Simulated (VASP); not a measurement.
# MgO (Fm-3m) in VASP: single point with LDA

Aim: the single point of MgO with LDA.

Everything below comes from runs of VASP 6.6.1. Logs are shortened: lines on timing, memory, paths and dates and some standing lists are left out, and cuts for length are marked.

**Experimental background.**

“Electronic structure of alkaline earth and post-transition metal oxides”, 2009, arxiv:0908.1581 quotes, for a bulk crystal of MgO: band gap 7.83 eV.

How close the calculation comes is told below.

## 1. The cell of the first run

The structure is cubic, space group Fm-3m (No. 225). Conventional cell: a = 4.159 Å, b = 4.159 Å, c = 4.159 Å, α = 90.00°, β = 90.00°, γ = 90.00°. Within 2.8 Å of Mg (site symmetry m-3m) lie 6 O at 2.08 Å. Within 2.8 Å of O (site symmetry m-3m) lie 6 Mg at 2.08 Å.

## 2. Single point, LDA

File INCAR:

```
SYSTEM = MgO
PREC     = Accurate       ! precision mode
ENCUT    = 840            ! plane-wave cutoff, eV
EDIFF    = 1E-6           ! SCF threshold, eV
ISMEAR   = 0              ! smearing method
SIGMA    = 0.01           ! smearing width, eV
LREAL    = .FALSE.        ! projectors in reciprocal space
LASPH    = .TRUE.         ! aspherical terms in the spheres
NELM     = 120            ! most SCF steps
ALGO     = Normal         ! electronic algorithm
ISIF     = 2              ! what is computed and relaxed
LWAVE    = .FALSE.        ! write WAVECAR
LCHARG   = .FALSE.        ! write CHGCAR
NBANDS   = 15             ! bands
GGA_COMPAT= .FALSE.
```

File KPOINTS:

```
regular mesh
0
G
  10 10 10
  0 0 0
```

File POSCAR:

```
MgO
1.0
    0.0000000000      2.0795922133      2.0795922133
    2.0795922133      0.0000000000      2.0795922133
    2.0795922133      2.0795922133      0.0000000000
Mg O
1 1
Direct
    0.0000000000      0.0000000000      0.0000000000
    0.5000000000      0.5000000000      0.5000000000
```

Potentials or basis: VASP PAW LDA potentials, release 64 (Mg_sv, O).

Started as:

```console
$ cat potpaw_LDA.64/Mg_sv/POTCAR potpaw_LDA.64/O/POTCAR > POTCAR
$ mpirun -np 1 vasp_std > vasp.out
```

OUTCAR:

```text
SYSTEM = MgO
   PREC = Accurate
   ENCUT = 840
   EDIFF = 1E-6
   ISMEAR = 0
   LREAL = .FALSE.
   LASPH = .TRUE.
   NELM = 120
   ISIF = 2

 ion  position               nearest neighbor table
   1  0.000  0.000  0.000-   2 2.08   2 2.08   2 2.08   2 2.08   2 2.08   2 2.08
   2  0.500  0.500  0.500-   1 2.08   1 2.08   1 2.08   1 2.08   1 2.08   1 2.08

  LATTYP: Found a face centered cubic cell.
 ALAT       =     4.1591844266

  Lattice vectors:

 A1 = (   0.0000000000,   2.0795922133,   2.0795922133)
 A2 = (   2.0795922133,   0.0000000000,   2.0795922133)
 A3 = (   2.0795922133,   2.0795922133,   0.0000000000)

Analysis of symmetry for initial positions (statically):
=====================================================================
 Subroutine PRICEL returns:
 Original cell was already a primitive cell.

 Routine SETGRP: Setting up the symmetry group for a
 face centered cubic supercell.

 Subroutine GETGRP returns: Found 48 space group operations
 (whereof 48 operations were pure point group operations)
 out of a pool of 48 trial point group operations.

The static configuration has the point symmetry O_h .

Analysis of symmetry for dynamics (positions and initial velocities):
=====================================================================
 Subroutine PRICEL returns:
 Original cell was already a primitive cell.

 Routine SETGRP: Setting up the symmetry group for a
 face centered cubic supercell.

 Subroutine GETGRP returns: Found 48 space group operations
 (whereof 48 operations were pure point group operations)
 out of a pool of 48 trial point group operations.

The dynamic configuration has the point symmetry O_h .

 Subroutine INISYM returns: Found 48 space group operations
 (whereof 48 operations are pure point group operations),
 and found     1 'primitive' translations

----------------------------------------------------------------------------------------

                                     Primitive cell

  volume of cell :      17.9872

  direct lattice vectors                    reciprocal lattice vectors
     0.000000000  2.079592213  2.079592213    -0.240431752  0.240431752  0.240431752
     2.079592213  0.000000000  2.079592213     0.240431752 -0.240431752  0.240431752
     2.079592213  2.079592213  0.000000000     0.240431752  0.240431752 -0.240431752

  length of vectors
     2.940987512  2.940987512  2.940987512     0.416440011  0.416440011  0.416440011

  position of ions in fractional coordinates (direct lattice)
     0.000000000  0.000000000  0.000000000
     0.500000000  0.500000000  0.500000000

  ion indices of the primitive-cell ions
   primitive index   ion index
                 1           1
                 2           2

----------------------------------------------------------------------------------------

 KPOINTS: regular mesh

Automatic generation of k-mesh.
 Grid dimensions read from file:
 generate k-points for:   10   10   10

 Generating k-lattice:

  Cartesian coordinates                     Fractional coordinates (reciprocal lattice)
    -0.024043175  0.024043175  0.024043175     0.100000000  0.000000000  0.000000000
     0.024043175 -0.024043175  0.024043175     0.000000000  0.100000000  0.000000000
     0.024043175  0.024043175 -0.024043175     0.000000000  0.000000000  0.100000000

  Length of vectors
     0.041644001  0.041644001  0.041644001

  Shift w.r.t. Gamma in fractional coordinates (k-lattice)
     0.000000000  0.000000000  0.000000000

 Subroutine IBZKPT returns following result:
 ===========================================

 Found     47 irreducible k-points:

 Following reciprocal coordinates:
            Coordinates               Weight
  0.000000  0.000000  0.000000      1.000000
  0.100000  0.000000  0.000000      8.000000
  0.200000  0.000000  0.000000      8.000000
  0.300000  0.000000  0.000000      8.000000
  0.400000  0.000000  0.000000      8.000000
  0.500000  0.000000  0.000000      4.000000
[... 16 lines left out ...]
  0.300000  0.300000  0.000000      6.000000
  0.400000  0.300000  0.000000     24.000000
 [... further k-points ...]
   k-points           NKPTS =     47   k-points in BZ     NKDIM =     47   number of bands    NBANDS=     15
   number of dos      NEDOS =    301   number of ions     NIONS =      2
   total plane-waves  NPLWV =  21952
   dimension x,y,z NGX =    28 NGY =   28 NGZ =   28
   dimension x,y,z NGXF=    56 NGYF=   56 NGZF=   56
   ions per type =               1   1
   NGX,Y,Z   is equivalent  to a cutoff of  15.83, 15.83, 15.83 a.u.
   NGXF,Y,Z  is equivalent  to a cutoff of  31.66, 31.66, 31.66 a.u.
 SYSTEM =  MgO
   PREC   = accura    normal or accurate (medium, high low for compatibility)
   ISTART =      0    job   : 0-new  1-cont  2-samecut
   ICHARG =      2    charge: 1-file 2-atom 10-const
   ISPIN  =      1    spin polarized calculation?
   LNONCOLLINEAR =      F non collinear calculations
   LSORBIT =      F    spin-orbit coupling
   LASPH  =      T    aspherical Exc in radial PAW
   ENCUT  =  840.0 eV  61.74 Ry    7.86 a.u.   6.95  6.95  6.95*2*pi/ulx,y,z
   NELM   =    120;   NELMIN=  2; NELMDL= -5     # of ELM steps
   EDIFF  = 0.1E-05   stopping-criterion for ELM
   LREAL  =      F    real-space projection
   EDIFFG = 0.1E-04   stopping-criterion for IOM
   NSW    =      0    number of steps for IOM
   IBRION =     -1    ionic relax: 0-MD 1-quasi-New 2-CG
   NFREE  =      0    steps in history (QN), initial steepest desc. (CG)
   ISIF   =      2    stress and relaxation
   ISYM   =      2    0-nonsym 1-usesym 2-fastsym
   POTIM  = 0.5000    time-step for ionic-motion
   TEBEG  =    0.0;   TEEND  =   0.0 temperature during run
   PSTRESS=    0.0 pullay stress
   NELECT =      16.0000    total number of electrons
   NUPDOWN=      -1.0000    fix difference up-down
   EMIN   =  10.00;   EMAX   =-10.00  energy-range for DOS
   EFERMI =   0.00;   METHOD = LEGACY
   ISMEAR =     0;   SIGMA  =   0.01  broadening in eV -4-tet -1-fermi 0-gaus
   EFERMI_NEDOS =   21; number of points for ismear=-14 and -15
   IALGO  =     38    algorithm
   IMIX   =      4    mixing-type and parameters
     AMIX     =   0.40;   BMIX     =  1.00
     AMIX_MAG =   1.60;   BMIX_MAG =  1.00
  volume/ion in A,a.u.               =       8.99        60.69
  Fermi-wavevector in a.u.,A,eV,Ry     =   1.574442  2.975264 33.727038  2.478867
  Thomas-Fermi vector in A             =   2.675576
   LORBIT       =      0    0 simple, 1 ext, 2 COOP (PROOUT), +10 PAW based schemes
   GGA     = CA    functional components
   LHFCALC =     F    Hartree Fock is set to
   AEXX    =    0.0000 exact exchange contribution
   IVDW    =     0    specifies the selected vdW correction
   LEPSILON=     F    determine dielectric tensor
   LRPA    =     F    only Hartree local field effects (RPA)
 non-spin polarized calculation
 Gauss-broadening in eV      SIGMA  =   0.01
  energy-cutoff  :      840.00
  volume of cell :       17.99
 maximum number of plane-waves:      1010
   NGX = 13   NGY = 13   NGZ = 13

 number of electron      15.9999996 magnetization

 Free energy of the ion-electron system (eV)
  ---------------------------------------------------
  ext. energy  EPLUGINS =         0.00000000
  ---------------------------------------------------
  free energy    TOTEN  =       -13.23340216 eV

  energy without entropy =      -13.23340216  energy(sigma->0) =      -13.23340216

 E-fermi :   3.0752     XC(G=0): -12.1306

 val. band max:        2.8603915074   @ k =   0.0000   0.0000   0.0000
 cond. band min:       7.9055481852   @ k =   0.0000   0.0000   0.0000
 fundamental gap:      5.0451566778
 Fermi energy:         3.0751579540

 k-point     1 :       0.0000    0.0000    0.0000
  band No.  band energies     occupation
      1     -68.3540      2.00000
      2     -35.8104      2.00000
      3     -35.8104      2.00000
      4     -35.8104      2.00000
      5     -14.3255      2.00000
      6       2.8604      2.00000
      7       2.8604      2.00000
      8       2.8604      2.00000
      9       7.9055      0.00000
     10      18.5960      0.00000
     11      18.5960      0.00000
     12      18.5960      0.00000
     13      22.7248      0.00000
     14      24.4046      0.00000
     15      24.4046      0.00000

 k-point     2 :       0.1000    0.0000    0.0000
  band No.  band energies     occupation
      1     -68.3529      2.00000
      2     -35.8207      2.00000
      3     -35.8114      2.00000
      4     -35.8114      2.00000
      5     -14.2047      2.00000
      6       2.1950      2.00000
      7       2.7864      2.00000
      8       2.7864      2.00000
      9       8.5236      0.00000
     10      17.3611      0.00000
     11      18.8500      0.00000
     12      18.8500      0.00000
     13      23.7141      0.00000
     14      23.7141      0.00000
     15      24.4188      0.00000

 k-point     3 :       0.2000    0.0000    0.0000
  band No.  band energies     occupation
      1     -68.3503      2.00000
      2     -35.8476      2.00000
      3     -35.8141      2.00000
      4     -35.8141      2.00000
      5     -13.8715      2.00000
      6       0.8209      2.00000
      7       2.5992      2.00000
      8       2.5992      2.00000
      9       9.6921      0.00000
     10      15.8809      0.00000
     11      19.3778      0.00000
     12      19.3778      0.00000
     13      23.0303      0.00000
     14      23.0303      0.00000
     15      25.4402      0.00000

 k-point     4 :       0.3000    0.0000    0.0000
  band No.  band energies     occupation
      1     -68.3466      2.00000
      2     -35.8803      2.00000
      3     -35.8173      2.00000
      4     -35.8173      2.00000
      5     -13.4186      2.00000
      6      -0.5777      2.00000
      7       2.3796      2.00000
      8       2.3796      2.00000
      9      10.5531      0.00000
     10      15.2896      0.00000
     11      19.5514      0.00000
     12      19.5514      0.00000
     13      23.4687      0.00000
     14      23.4687      0.00000
     15      24.8394      0.00000
[... 307 lines left out ...]
 k-point    22 :      -0.2000    0.2000    0.0000
  band No.  band energies     occupation
      1     -68.3456      2.00000
      2     -35.8745      2.00000
      3     -35.8369      2.00000
      4     -35.8163      2.00000
      5     -13.2906      2.00000
      6      -0.3688      2.00000
      7       1.4396      2.00000
      8       2.3721      2.00000
      9      11.5606      0.00000
     10      14.7576      0.00000
     11      18.1234      0.00000
     12      20.7868      0.00000
     13      21.3394      0.00000
     14      24.3543      0.00000
     15      28.0029      0.00000

 k-point    23 :       0.3000    0.3000    0.0000
  band No.  band energies     occupation
      1     -68.3444      2.00000
      2     -35.8722      2.00000
      3     -35.8334      2.00000
      4     -35.8334      2.00000
      5     -13.2092      2.00000
      6      -0.4239      2.00000
      7       1.8706      2.00000
      8       1.8706      2.00000
      9      11.9850      0.00000
     10      13.1360      0.00000
     11      17.4242      0.00000
     12      20.9562      0.00000
     13      20.9562      0.00000
     14      27.1185      0.00000
     15      30.7150      0.00000

 k-point    24 :       0.4000    0.3000    0.0000
  band No.  band energies     occupation
      1     -68.3421      2.00000
      2     -35.8851      2.00000
      3     -35.8402      2.00000
      4     -35.8372      2.00000
      5     -12.9321      2.00000
      6      -0.8770      2.00000
      7       1.4818      2.00000
      8       1.7152      2.00000
      9      12.5765      0.00000
     10      13.0052      0.00000
     11      16.6025      0.00000
     12      21.2264      0.00000
     13      21.4436      0.00000
     14      27.8875      0.00000
     15      30.3251      0.00000

 [... further k-points ...]

------------------------ aborting loop because EDIFF is reached ----------------------------------------

  FORCE on cell =-STRESS in cart. coord.  units (eV):
  Direction    XX          YY          ZZ          XY          YZ          ZX
  --------------------------------------------------------------------------------------
  -------------------------------------------------------------------------------------
  Total        0.0696690      0.0696690      0.0696690      0.0000000     -0.0000000     -0.0000000
  in kB        6.2056223      6.2056223      6.2056223      0.0000000     -0.0000000     -0.0000000
  external PRESSURE =       6.2056223 kB  Pullay stress =       0.0000000 kB

 VOLUME and BASIS-vectors are now :
 -----------------------------------------------------------------------------
  energy-cutoff  :      840.00
  volume of cell :       17.99
      direct lattice vectors                 reciprocal lattice vectors
     0.000000000  2.079592213  2.079592213    -0.240431752  0.240431752  0.240431752
     2.079592213  0.000000000  2.079592213     0.240431752 -0.240431752  0.240431752
     2.079592213  2.079592213  0.000000000     0.240431752  0.240431752 -0.240431752

 POSITION                                       TOTAL-FORCE (eV/Angst)
 -----------------------------------------------------------------------------------
      0.00000      0.00000      0.00000         0.000000      0.000000      0.000000
      2.07959      2.07959      2.07959        -0.000000     -0.000000     -0.000000
 -----------------------------------------------------------------------------------
    total drift:                                0.000000      0.000000      0.000000

  FREE ENERGIE OF THE ION-ELECTRON SYSTEM (eV)
  ---------------------------------------------------
  free  energy   TOTEN  =       -13.2334021593 eV

  energy  without entropy=      -13.2334021593  energy(sigma->0) =      -13.23340216
```

Run time: 8.3 s. Hardware: 1 thread of Intel Xeon 6975P-C (Granite Rapids), shared host; peak memory 0.15 GiB.

Results:

- Free energy: -13.2334 eV
- Pressure: 0.6 GPa
- Band gap on the k mesh: 5.05 eV

## 3. Against experiment

Step 2. Measured gap of MgO: 7.83 eV (quoted in “Electronic structure of alkaline earth and post-transition metal oxides”, 2009, arxiv:0908.1581). This calculation gives 5.05 eV (-2.78 eV). The value is that of LDA, without temperature or zero-point motion. Semilocal functionals fall short of measured gaps as a rule.
